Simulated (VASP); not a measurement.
# CoSn (P6/mmm) in VASP: notebook, part 2 of 2

VASP 6.6.1.

## 3. Single point, r2SCAN, collinear spin (16.66 Å³/atom)

This run uses another cell than the first one, of 16.66 Å³/atom.

POSCAR reads:

```
CoSn
1.0
    5.2494449885      0.0000000000      0.0000000000
   -2.6247224943      4.5461527158      0.0000000000
    0.0000000000      0.0000000000      4.1874858571
Co Sn
3 3
Direct
    0.0000000000      0.5000000000      0.0000000000
    0.5000000000      0.5000000000      0.0000000000
    0.5000000000      0.0000000000      0.0000000000
    0.6666666667      0.3333333333      0.5000000000
    0.3333333333      0.6666666667      0.5000000000
    0.0000000000      0.0000000000      0.0000000000
```

INCAR.step1 reads:

```
SYSTEM = CoSn
PREC     = Accurate       ! precision mode
ENCUT    = 520            ! plane-wave cutoff, eV
ISMEAR   = 0              ! smearing method
SIGMA    = 0.05           ! smearing width, eV
LREAL    = .False.        ! projectors in reciprocal space
LASPH    = .True.         ! aspherical terms in the spheres
NELM     = 150            ! most SCF steps
ISPIN    = 2              ! spin polarisation
MAGMOM   = 0.05 0.05 0.05 0 0 0 ! initial moments
LMAXMIX  = 4              ! l up to which the mixer works
NBANDS   = 48             ! bands
GGA      = PE             ! functional
ALGO     = Normal         ! electronic algorithm
EDIFF    = 1E-4           ! SCF threshold, eV
LWAVE    = .True.         ! write WAVECAR
LCHARG   = .False.        ! write CHGCAR
```

INCAR.step2 reads:

```
SYSTEM = CoSn
PREC     = Accurate       ! precision mode
ENCUT    = 520            ! plane-wave cutoff, eV
EDIFF    = 1E-6           ! SCF threshold, eV
ISMEAR   = 0              ! smearing method
SIGMA    = 0.05           ! smearing width, eV
LREAL    = .False.        ! projectors in reciprocal space
LASPH    = .True.         ! aspherical terms in the spheres
NELM     = 150            ! most SCF steps
ALGO     = Normal         ! electronic algorithm
ISIF     = 2              ! what is computed and relaxed
LWAVE    = .False.        ! write WAVECAR
LCHARG   = .False.        ! write CHGCAR
ISPIN    = 2              ! spin polarisation
MAGMOM   = 0.05 0.05 0.05 0 0 0 ! initial moments
LORBIT   = 11             ! projections on sites
LMAXMIX  = 4              ! l up to which the mixer works
METAGGA  = R2SCAN         ! meta-GGA
LMIXTAU  = .True.       
NBANDS   = 48             ! bands
ISTART   = 1
```

KPOINTS reads:

```
Automatic mesh
0
Gamma
  6 6 8
  0 0 0
```

Potentials or basis: VASP PAW PBE potentials, release 64 (Co, Sn_d).

Command:

```sh
> cat potpaw_PBE.64/Co/POTCAR potpaw_PBE.64/Sn_d/POTCAR > POTCAR
> cp INCAR.step1 INCAR
> mpirun -np 1 vasp_std > vasp.out
> cp INCAR.step2 INCAR
> mpirun -np 1 vasp_std > vasp.out
```

Wall time 25 min (1 thread of Oxide Virtual Turin-like, shared host); peak memory 0.4 GiB.

Results (log left out):

```
Free energy                                           : -113.6676 eV
Pressure                                              : -0.2 GPa
Net moment                                            : 0.00 μB per cell
Valence electrons inside the program's atomic spheres : Co 8.41; Sn 12.50, 12.34 (each value once)
```

Levels at points of the mesh, in eV from the Fermi level:
Spin up:
| k point | band 30 | band 31 | band 32 | band 33 | band 34 | band 35 | band 36 | band 37 | band 38 | band 39 |
| --- | --- | --- | --- | --- | --- | --- | --- | --- | --- | --- |
| (0.00, 0.00, 0.00) | -0.50 | -0.47 | -0.47 | -0.40 | -0.40 | 0.72 | 0.78 | 1.56 | 1.56 | 3.30 |
| (0.50, 0.00, 0.00) | -1.00 | -0.67 | -0.43 | -0.41 | 0.88 | 1.08 | 1.91 | 1.96 | 2.87 | 3.58 |
| (0.00, 0.00, 0.50) | -0.87 | -0.87 | -0.55 | -0.50 | -0.50 | -0.44 | -0.44 | 0.04 | 0.72 | 1.54 |
| (0.50, 0.00, 0.50) | -1.16 | -0.88 | -0.72 | -0.52 | -0.47 | -0.38 | -0.14 | 0.56 | 1.41 | 4.35 |
Spin down:
| k point | band 31 | band 32 | band 33 | band 34 | band 35 | band 36 | band 37 | band 38 |
| --- | --- | --- | --- | --- | --- | --- | --- | --- |
| (0.00, 0.00, 0.00) | -0.47 | -0.47 | -0.40 | -0.40 | 0.72 | 0.78 | 1.56 | 1.56 |
| (0.50, 0.00, 0.00) | -0.67 | -0.43 | -0.41 | 0.88 | 1.08 | 1.91 | 1.96 | 2.87 |
| (0.00, 0.00, 0.50) | -0.87 | -0.55 | -0.50 | -0.50 | -0.44 | -0.44 | 0.04 | 0.72 |
| (0.50, 0.00, 0.50) | -0.88 | -0.72 | -0.52 | -0.47 | -0.38 | -0.14 | 0.56 | 1.41 |

Caveat: the PAW data sets were made with another functional, which shifts forces and pressure a little; spin-orbit coupling is left out, which moves the levels of the heavy elements.

## 4. Single point, r2SCAN, collinear spin (16.60 Å³/atom)

This run uses another cell than the first one, of 16.60 Å³/atom.

POSCAR, as its differences from that of step 3:

```diff
@@ -2,5 +2,5 @@
 1.0
-    5.2494449885      0.0000000000      0.0000000000
-   -2.6247224943      4.5461527158      0.0000000000
-    0.0000000000      0.0000000000      4.1874858571
+    5.2437482922      0.0000000000      0.0000000000
+   -2.6218741461      4.5412192321      0.0000000000
+    0.0000000000      0.0000000000      4.1829415985
 Co Sn
```

INCAR.step1 reads:

```
ALGO = Normal
EDIFF = 1E-4
ENCUT = 520
GGA = PE
ISMEAR = 0
ISPIN = 2
LASPH = True
LCHARG = False
LMAXMIX = 4
LREAL = False
LWAVE = True
MAGMOM = 0.05 0.05 0.05 0 0 0
NBANDS = 48
NELM = 150
PREC = Accurate
SIGMA = 0.05
```

INCAR.step2 reads:

```
ALGO = Normal
EDIFF = 1E-6
ENCUT = 520
ISIF = 2
ISMEAR = 0
ISPIN = 2
ISTART = 1
LASPH = True
LCHARG = False
LMAXMIX = 4
LMIXTAU = True
LORBIT = 11
LREAL = False
LWAVE = False
MAGMOM = 0.05 0.05 0.05 0 0 0
METAGGA = R2SCAN
NBANDS = 48
NELM = 150
PREC = Accurate
SIGMA = 0.05
```

KPOINTS reads:

```
k-points
0
Gamma
  6 6 8
```

Command:

```sh
> cat potpaw_PBE.64/Co/POTCAR potpaw_PBE.64/Sn_d/POTCAR > POTCAR
> cp INCAR.step1 INCAR
> mpirun -np 1 vasp_std > vasp.out
> cp INCAR.step2 INCAR
> mpirun -np 1 vasp_std > vasp.out
```

It took 20 min on 1 thread of Oxide Virtual Turin-like, shared host; peak memory 0.39 GiB.

It converged, with:

| Quantity | Value |
| --- | --- |
| Free energy | -113.6674 eV |
| Pressure | 0.3 GPa |
| Net moment | 0.00 μB per cell |
| Valence electrons inside the program's atomic spheres | Co 8.41; Sn 12.51, 12.34 (each value once) |

Levels at points of the mesh, in eV from the Fermi level:
Spin up:
```csv
k point,band 32,band 33,band 34,band 35,band 36,band 37
"(0.00, 0.00, 0.00)",-0.47,-0.41,-0.41,0.72,0.79,1.57
"(0.50, 0.00, 0.00)",-0.43,-0.41,0.89,1.08,1.92,1.97
"(0.00, 0.00, 0.50)",-0.56,-0.50,-0.50,-0.44,-0.44,0.03
"(0.50, 0.00, 0.50)",-0.72,-0.52,-0.48,-0.38,-0.14,0.56
```
Spin down:
| k point | band 32 | band 33 | band 34 | band 35 | band 36 | band 37 |
| --- | --- | --- | --- | --- | --- | --- |
| (0.00, 0.00, 0.00) | -0.47 | -0.41 | -0.41 | 0.72 | 0.79 | 1.57 |
| (0.50, 0.00, 0.00) | -0.43 | -0.41 | 0.89 | 1.08 | 1.92 | 1.97 |
| (0.00, 0.00, 0.50) | -0.56 | -0.50 | -0.50 | -0.44 | -0.44 | 0.03 |
| (0.50, 0.00, 0.50) | -0.72 | -0.52 | -0.48 | -0.38 | -0.14 | 0.56 |

Caveat: the PAW data sets were made with another functional, which shifts forces and pressure a little; spin-orbit coupling is left out, which moves the levels of the heavy elements.

## 5. The runs side by side

| cell | gap on the mesh (eV) | pressure (GPa) | moment (μB) |
| --- | --- | --- | --- |
| a = 5.278, b = 5.278, c = 4.211 Å, angles 90.0, 90.0, 120.0°, 6 atoms | none | -2.5 | 0.00 |
| a = 5.249, b = 5.249, c = 4.187 Å, angles 90.0, 90.0, 120.0°, 6 atoms | none | -0.2 | 0.00 |
| a = 5.244, b = 5.244, c = 4.183 Å, angles 90.0, 90.0, 120.0°, 6 atoms | none | 0.3 | 0.00 |

Alike in all rows: task single point; level r2SCAN; potentials or basis VASP PAW PBE potentials, release 64 (Co, Sn_d); spin collinear; k mesh 6 × 6 × 8; cutoff (eV) 520; smearing gaussian 0.05 eV.

Caveats: the PAW data sets were made with another functional, which shifts forces and pressure a little; spin-orbit coupling is left out, which moves the levels of the heavy elements.

Absolute energies hang on the potentials; compare differences alone.
